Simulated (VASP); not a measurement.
# Sn2TeO2 (P6/mmm) in VASP: a series of runs

Runs on Sn2TeO2. Level: PBE. Tasks: single point, relaxation of cell and atoms.

Everything below comes from runs of VASP 6.6.1. Logs are shortened: lines on timing, memory, paths and dates and some standing lists are left out, and cuts for length are marked.

### Step 1. The cell of the first run

Symmetry: P6/mmm, No. 191, hexagonal system. Conventional cell: a = 3.815 Å, b = 3.815 Å, c = 9.103 Å, α = 90.00°, β = 90.00°, γ = 120.00°. Sn (site symmetry 6mm) has 1 Te at 2.99 Å and 7 Sn at 3.12 to 3.82 Å and 6 O at 3.71 Å within 3.9 Å. Within 3.0 Å of Te (site symmetry 6/mmm) lie 6 O at 2.20 Å and 2 Sn at 2.99 Å. Within 2.9 Å of O (site symmetry -6m2) lie 3 O at 2.20 Å and 3 Te at 2.20 Å.

The cell was generated, and may not be a known phase.

### Step 2. Single point, PBE

INCAR

```
PREC     = Accurate       # precision mode
ENCUT    = 520            # plane-wave cutoff, eV
EDIFF    = 1E-7           # SCF threshold, eV
ISMEAR   = 0              # smearing method
SIGMA    = 0.1            # smearing width, eV
LREAL    = F              # projectors in reciprocal space
LASPH    = T              # aspherical terms in the spheres
NELM     = 80             # most SCF steps
ALGO     = Normal         # electronic algorithm
ISIF     = 2              # what is computed and relaxed
LWAVE    = F              # write WAVECAR
LCHARG   = F              # write CHGCAR
GGA      = PE             # functional
NBANDS   = 31             # bands
```

KPOINTS

```
Automatic mesh
0
Gamma
  12 12 4
```

POSCAR

```
Sn2TeO2
1.0
    3.8150454428      0.0000000000      0.0000000000
   -1.9075227214      3.3039262700      0.0000000000
    0.0000000000      0.0000000000      9.1025682734
Sn Te O
2 1 2
Direct
    0.0000000000      0.0000000000      0.3285881827
    0.0000000000      0.0000000000      0.6714118173
    0.0000000000      0.0000000000      0.0000000000
    0.3333333333      0.6666666667      0.0000000000
    0.6666666667      0.3333333333      0.0000000000
```

Potentials or basis: VASP PAW PBE potentials, release 64 (Sn_d, Te, O).

Command:

```console
$ cat potpaw_PBE.64/Sn_d/POTCAR potpaw_PBE.64/Te/POTCAR potpaw_PBE.64/O/POTCAR > POTCAR
$ mpirun -np 1 vasp_std > vasp.out
```

OUTCAR:

```text
PREC = Accurate
   ENCUT = 520
   EDIFF = 1E-7
   ISMEAR = 0
   LREAL = F
   LASPH = T
   NELM = 80
   ISIF = 2
   GGA = PE

 ion  position               nearest neighbor table
   1  0.000  0.000  0.329-   3 2.99   2 3.12
   2  0.000  0.000  0.671-   3 2.99   1 3.12
   3  0.000  0.000  0.000-   4 2.20   5 2.20   4 2.20   5 2.20   5 2.20   4 2.20   1 2.99   2 2.99

   4  0.333  0.667  0.000-   3 2.20   3 2.20   3 2.20
   5  0.667  0.333  0.000-   3 2.20   3 2.20   3 2.20

  LATTYP: Found a hexagonal cell.
 ALAT       =     3.8150454428
 C/A-ratio  =     2.3859658843

  Lattice vectors:

 A1 = (   3.8150454428,   0.0000000000,   0.0000000000)
 A2 = (  -1.9075227214,   3.3039262700,   0.0000000000)
 A3 = (   0.0000000000,   0.0000000000,   9.1025682734)

Analysis of symmetry for initial positions (statically):
=====================================================================
 Subroutine PRICEL returns:
 Original cell was already a primitive cell.

 Routine SETGRP: Setting up the symmetry group for a
 hexagonal supercell.

 Subroutine GETGRP returns: Found 24 space group operations
 (whereof 24 operations were pure point group operations)
 out of a pool of 24 trial point group operations.

The static configuration has the point symmetry D_6h.

Analysis of symmetry for dynamics (positions and initial velocities):
=====================================================================
 Subroutine PRICEL returns:
 Original cell was already a primitive cell.

 Routine SETGRP: Setting up the symmetry group for a
 hexagonal supercell.

 Subroutine GETGRP returns: Found 24 space group operations
 (whereof 24 operations were pure point group operations)
 out of a pool of 24 trial point group operations.

The dynamic configuration has the point symmetry D_6h.

 Subroutine INISYM returns: Found 24 space group operations
 (whereof 24 operations are pure point group operations),
 and found     1 'primitive' translations

----------------------------------------------------------------------------------------

                                     Primitive cell

  volume of cell :     114.7345

  direct lattice vectors                    reciprocal lattice vectors
     3.815045443  0.000000000  0.000000000     0.262120076  0.151335096  0.000000000
    -1.907522721  3.303926270  0.000000000     0.000000000  0.302670192  0.000000000
     0.000000000  0.000000000  9.102568273     0.000000000  0.000000000  0.109859105

  length of vectors
     3.815045443  3.815045443  9.102568273     0.302670192  0.302670192  0.109859105

  position of ions in fractional coordinates (direct lattice)
     0.000000000  0.000000000  0.328588183
     0.000000000  0.000000000  0.671411817
     0.000000000  0.000000000  0.000000000
     0.333333333  0.666666667  0.000000000
     0.666666667  0.333333333  0.000000000

  ion indices of the primitive-cell ions
   primitive index   ion index
                 1           1
                 2           2
                 3           3
                 4           4
                 5           5

----------------------------------------------------------------------------------------

 KPOINTS: Automatic mesh

Automatic generation of k-mesh.
 Grid dimensions read from file:
 generate k-points for:   12   12    4

 Generating k-lattice:

  Cartesian coordinates                     Fractional coordinates (reciprocal lattice)
     0.021843340  0.012611258  0.000000000     0.083333333  0.000000000  0.000000000
     0.000000000  0.025222516  0.000000000     0.000000000  0.083333333  0.000000000
     0.000000000  0.000000000  0.027464776     0.000000000  0.000000000  0.250000000

  Length of vectors
     0.025222516  0.025222516  0.027464776

  Shift w.r.t. Gamma in fractional coordinates (k-lattice)
     0.000000000  0.000000000  0.000000000

 Subroutine IBZKPT returns following result:
 ===========================================

 Found     57 irreducible k-points:

 Following reciprocal coordinates:
            Coordinates               Weight
  0.000000  0.000000  0.000000      1.000000
  0.083333  0.000000  0.000000      6.000000
  0.166667  0.000000  0.000000      6.000000
  0.250000  0.000000  0.000000      6.000000
  0.333333  0.000000  0.000000      6.000000
  0.416667  0.000000  0.000000      6.000000
[... 16 lines left out ...]
  0.250000  0.000000  0.250000     12.000000
  0.333333  0.000000  0.250000     12.000000
 [... further k-points ...]
   k-points           NKPTS =     57   k-points in BZ     NKDIM =     57   number of bands    NBANDS=     31
   number of dos      NEDOS =    301   number of ions     NIONS =      5
   total plane-waves  NPLWV =  54880
   dimension x,y,z NGX =    28 NGY =   28 NGZ =   70
   dimension x,y,z NGXF=    56 NGYF=   56 NGZF=  140
   ions per type =               2   1   2
   NGX,Y,Z   is equivalent  to a cutoff of  12.20, 12.20, 12.78 a.u.
   NGXF,Y,Z  is equivalent  to a cutoff of  24.40, 24.40, 25.57 a.u.
 SYSTEM =  unknown system
   PREC   = accura    normal or accurate (medium, high low for compatibility)
   ISTART =      0    job   : 0-new  1-cont  2-samecut
   ICHARG =      2    charge: 1-file 2-atom 10-const
   ISPIN  =      1    spin polarized calculation?
   LNONCOLLINEAR =      F non collinear calculations
   LSORBIT =      F    spin-orbit coupling
   LASPH  =      T    aspherical Exc in radial PAW
   ENCUT  =  520.0 eV  38.22 Ry    6.18 a.u.   7.09  7.09 16.92*2*pi/ulx,y,z
   NELM   =     80;   NELMIN=  2; NELMDL= -5     # of ELM steps
   EDIFF  = 0.1E-06   stopping-criterion for ELM
   LREAL  =      F    real-space projection
   EDIFFG = 0.1E-05   stopping-criterion for IOM
   NSW    =      0    number of steps for IOM
   IBRION =     -1    ionic relax: 0-MD 1-quasi-New 2-CG
   NFREE  =      0    steps in history (QN), initial steepest desc. (CG)
   ISIF   =      2    stress and relaxation
   ISYM   =      2    0-nonsym 1-usesym 2-fastsym
   POTIM  = 0.5000    time-step for ionic-motion
   TEBEG  =    0.0;   TEEND  =   0.0 temperature during run
   PSTRESS=    0.0 pullay stress
   NELECT =      46.0000    total number of electrons
   NUPDOWN=      -1.0000    fix difference up-down
   EMIN   =  10.00;   EMAX   =-10.00  energy-range for DOS
   EFERMI =   0.00;   METHOD = LEGACY
   ISMEAR =     0;   SIGMA  =   0.10  broadening in eV -4-tet -1-fermi 0-gaus
   EFERMI_NEDOS =   21; number of points for ismear=-14 and -15
   IALGO  =     38    algorithm
   IMIX   =      4    mixing-type and parameters
     AMIX     =   0.40;   BMIX     =  1.00
     AMIX_MAG =   1.60;   BMIX_MAG =  1.00
  volume/ion in A,a.u.               =      22.95       154.85
  Fermi-wavevector in a.u.,A,eV,Ry     =   1.207154  2.281191 19.826701  1.457221
  Thomas-Fermi vector in A             =   2.342800
   LORBIT       =      0    0 simple, 1 ext, 2 COOP (PROOUT), +10 PAW based schemes
   GGA     = PE    functional components
   LHFCALC =     F    Hartree Fock is set to
   AEXX    =    0.0000 exact exchange contribution
   IVDW    =     0    specifies the selected vdW correction
   LEPSILON=     F    determine dielectric tensor
   LRPA    =     F    only Hartree local field effects (RPA)
 non-spin polarized calculation
 Gauss-broadening in eV      SIGMA  =   0.10
  energy-cutoff  :      520.00
  volume of cell :      114.73
 maximum number of plane-waves:      3117
   NGX = 15   NGY = 15   NGZ = 33

 number of electron      45.9999991 magnetization

 Free energy of the ion-electron system (eV)
  ---------------------------------------------------
  ext. energy  EPLUGINS =         0.00000000
  ---------------------------------------------------
  free energy    TOTEN  =       -20.29497495 eV

  energy without entropy =      -20.27593156  energy(sigma->0) =      -20.28545326

 E-fermi :   5.3037     XC(G=0):  -9.5059

 val. band max:        5.3016824094   @ k =   0.1667   0.0833   0.0000
 cond. band min:       5.3136557045   @ k =   0.2500   0.2500   0.5000
 fundamental gap:      0.0119732951
 Fermi energy:         5.3037467430

 k-point     1 :       0.0000    0.0000    0.0000
  band No.  band energies     occupation
      1     -16.2084      2.00000
      2     -16.1638      2.00000
      3     -16.1638      2.00000
      4     -16.1586      2.00000
      5     -16.1586      2.00000
      6     -16.1241      2.00000
[... 23 lines left out ...]
     30      11.9643      0.00000
     31      12.8224      0.00000

 k-point     2 :       0.0833    0.0000    0.0000
  band No.  band energies     occupation
      1     -16.2067      2.00000
      2     -16.1640      2.00000
      3     -16.1611      2.00000
      4     -16.1587      2.00000
      5     -16.1559      2.00000
      6     -16.1254      2.00000
[... 23 lines left out ...]
     30      11.9276      0.00000
     31      13.3011      0.00000

 k-point     3 :       0.1667    0.0000    0.0000
  band No.  band energies     occupation
      1     -16.2025      2.00000
      2     -16.1641      2.00000
      3     -16.1594      2.00000
      4     -16.1538      2.00000
      5     -16.1488      2.00000
      6     -16.1291      2.00000
[... 23 lines left out ...]
     30      11.8392      0.00000
     31      12.6467      0.00000

 k-point     4 :       0.2500    0.0000    0.0000
  band No.  band energies     occupation
      1     -16.1979      2.00000
      2     -16.1634      2.00000
      3     -16.1605      2.00000
      4     -16.1437      2.00000
      5     -16.1390      2.00000
      6     -16.1340      2.00000
[... 635 lines left out ...]
     30      11.9477      0.00000
     31      12.6604      0.00000

 k-point    23 :       0.2500    0.0000    0.2500
  band No.  band energies     occupation
      1     -16.1965      2.00000
      2     -16.1633      2.00000
      3     -16.1605      2.00000
      4     -16.1437      2.00000
      5     -16.1390      2.00000
      6     -16.1338      2.00000
[... 23 lines left out ...]
     30      11.8165      0.00000
     31      11.9530      0.00000

 k-point    24 :       0.3333    0.0000    0.2500
  band No.  band energies     occupation
      1     -16.1940      2.00000
      2     -16.1619      2.00000
      3     -16.1610      2.00000
      4     -16.1386      2.00000
      5     -16.1336      2.00000
      6     -16.1292      2.00000
[... 23 lines left out ...]
     30      11.4442      0.00000
     31      11.6700      0.00000

 [... further k-points ...]

------------------------ aborting loop because EDIFF is reached ----------------------------------------

  FORCE on cell =-STRESS in cart. coord.  units (eV):
  Direction    XX          YY          ZZ          XY          YZ          ZX
  --------------------------------------------------------------------------------------
  -------------------------------------------------------------------------------------
  Total       -0.2891455     -0.2891455     -0.0706961      0.0000000      0.0000000     -0.0000000
  in kB       -4.0376900     -4.0376900     -0.9872163      0.0000000      0.0000000     -0.0000000
  external PRESSURE =      -3.0208654 kB  Pullay stress =       0.0000000 kB

 VOLUME and BASIS-vectors are now :
 -----------------------------------------------------------------------------
  energy-cutoff  :      520.00
  volume of cell :      114.73
      direct lattice vectors                 reciprocal lattice vectors
     3.815045443  0.000000000  0.000000000     0.262120076  0.151335096  0.000000000
    -1.907522721  3.303926270  0.000000000     0.000000000  0.302670192  0.000000000
     0.000000000  0.000000000  9.102568273     0.000000000  0.000000000  0.109859105

 POSITION                                       TOTAL-FORCE (eV/Angst)
 -----------------------------------------------------------------------------------
      0.00000      0.00000      2.99100        -0.000000     -0.000000     -0.000931
      0.00000      0.00000      6.11157        -0.000000      0.000000      0.000931
      0.00000      0.00000      0.00000        -0.000000     -0.000000      0.000000
     -0.00000      2.20262      0.00000         0.000000     -0.000000      0.000000
      1.90752      1.10131      0.00000         0.000000     -0.000000      0.000000
 -----------------------------------------------------------------------------------
    total drift:                                0.000000     -0.000000      0.000000

  FREE ENERGIE OF THE ION-ELECTRON SYSTEM (eV)
  ---------------------------------------------------
  free  energy   TOTEN  =       -20.2949749542 eV

  energy  without entropy=      -20.2759315603  energy(sigma->0) =      -20.28545326
```

Run time: 2.3 min. Hardware: 1 thread of Intel Xeon 6975P-C (Granite Rapids), shared host; peak memory 0.34 GiB.

What came out:

| Item | Value |
| --- | --- |
| Free energy | -20.2950 eV |
| Pressure | -0.3 GPa |
| Band gap on the k mesh | zero (bands 23 and 24 overlap by 3.04 eV) |

Caveat: spin-orbit coupling is left out, which moves the levels of the heavy elements.

### Step 3. Relaxation of cell and atoms, PBE

This run uses another cell than the first one, of 26.04 Å³/atom.

INCAR

```
ALGO = Normal
EDIFF = 1E-6
EDIFFG = -0.04
ENCUT = 600
GGA = PE
IBRION = 2
ISIF = 3
ISMEAR = 0
LASPH = True
LCHARG = False
LREAL = False
LWAVE = False
NELM = 80
NSW = 90
PREC = Accurate
SIGMA = 0.1
```

KPOINTS

```
k-points
0
Gamma
  6 6 4
```

POSCAR

```
Sn2TeO2
1.0
    4.4957687500      0.0000000000      0.0000000000
   -2.2478843700      3.8934499400      0.0000000000
    0.0000000000      0.0000000000      7.4379004400
Sn Te O
2 1 2
Direct
    0.0000000000      0.0000000000      0.3055070400
    0.0000000000      0.0000000000      0.6944929600
    0.0000000000      0.0000000000      0.0000000000
    0.3333333300      0.6666666700      0.0000000000
    0.6666666700      0.3333333300      0.0000000000
```

Potentials or basis: VASP PAW PBE potentials, release 64 (Sn_d, Te, O).

Command:

```console
$ cat potpaw_PBE.64/Sn_d/POTCAR potpaw_PBE.64/Te/POTCAR potpaw_PBE.64/O/POTCAR > POTCAR
$ mpirun -np 1 vasp_std > vasp.out
```

Wall time 7.3 min (1 thread of Intel Xeon 6975P-C (Granite Rapids), shared host); peak memory 0.34 GiB.

The run converged. Its results:

```yaml
Free_energy: -20.2515 eV
Relaxed_volume: 22.90 Å³/atom
Relaxed_cell: a = 3.815 Å, b = 3.815 Å, c = 9.086 Å, α = 90.00°, β = 90.00°, γ = 120.00°
Space_group_after_relaxing_to_0.1_Å: P6/mmm (No. 191)
Energy_gained_by_relaxing: 1320.0 meV/atom
Ionic_steps: 11
Pressure_after_relaxing: 0.0 GPa
Largest_force_after_relaxing: 0.013 eV/Å
Band_gap_on_the_k_mesh: zero (bands 23 and 24 overlap by 2.95 eV)
```

Forces in eV/Å, atoms in the order of the input:
```
Sn   0.000  0.000 -0.013
Sn   0.000  0.000  0.013
Te   0.000  0.000  0.000
O    0.000  0.000  0.000
O    0.000  0.000  0.000
```

Stress tensor (GPa, compression positive):
```
-0.02  0.00  0.00
 0.00 -0.02  0.00
 0.00  0.00  0.07
```

The path:
```tsv
step	energy change (eV)	largest force (eV/Å)	pressure (GPa)	volume (Å³)
1	0.0000	8.4968	10.97	130.19
2	-4.8548	0.4821	-8.62	154.59
3	-5.0504	0.6514	-8.66	145.01
4	-6.4611	0.9586	-2.20	119.02
5	-6.4959	0.9216	-0.40	115.70
6	-6.4960	0.9158	-0.01	115.15
7	-6.5563	0.5216	-0.02	114.59
8	-6.5976	0.0019	0.65	113.41
9	-6.5977	0.0159	0.63	113.45
10	-6.5986	0.0105	-0.45	115.36
11	-6.6000	0.0127	0.01	114.51
```

Final structure:
```yaml
crystal:
  lattice:
    - [3.81487, 0.00000, 0.00000]
    - [-1.90743, 3.30377, 0.00000]
    - [0.00000, 0.00000, 9.08590]
  atoms:
    - { symbol: Sn, position: [0.00000, 0.00000, 0.32805] }
    - { symbol: Sn, position: [0.00000, 0.00000, 0.67195] }
    - { symbol: Te, position: [0.00000, 0.00000, 0.00000] }
    - { symbol: O, position: [0.33333, 0.66667, 0.00000] }
    - { symbol: O, position: [0.66667, 0.33333, 0.00000] }
```

Levels at points of the mesh, in eV from the Fermi level:
| k point | band 19 | band 20 | band 21 | band 22 | band 23 | band 24 | band 25 | band 26 | band 27 |
| --- | --- | --- | --- | --- | --- | --- | --- | --- | --- |
| (0.00, 0.00, 0.00) | -4.13 | -4.13 | -1.13 | -0.57 | 0.64 | 3.87 | 3.87 | 4.92 | 4.92 |
| (0.50, 0.00, 0.00) | -2.19 | -1.97 | -1.01 | -0.72 | -0.33 | -0.20 | 1.24 | 2.10 | 3.11 |
| (0.00, 0.00, 0.50) | -4.13 | -4.13 | -1.06 | -0.57 | 2.75 | 2.91 | 3.85 | 3.85 | 4.85 |
| (0.50, 0.00, 0.50) | -2.22 | -1.90 | -1.18 | -1.09 | -0.22 | -0.20 | 2.04 | 3.18 | 3.42 |

Caveat: a cell axis changed by over 15 % at a fixed basis, so the end point is rough; spin-orbit coupling is left out, which moves the levels of the heavy elements.

(Part 1 of 2 ends here.)

The gap in the log of VASP goes by the Fermi energy; the results here count the filled bands.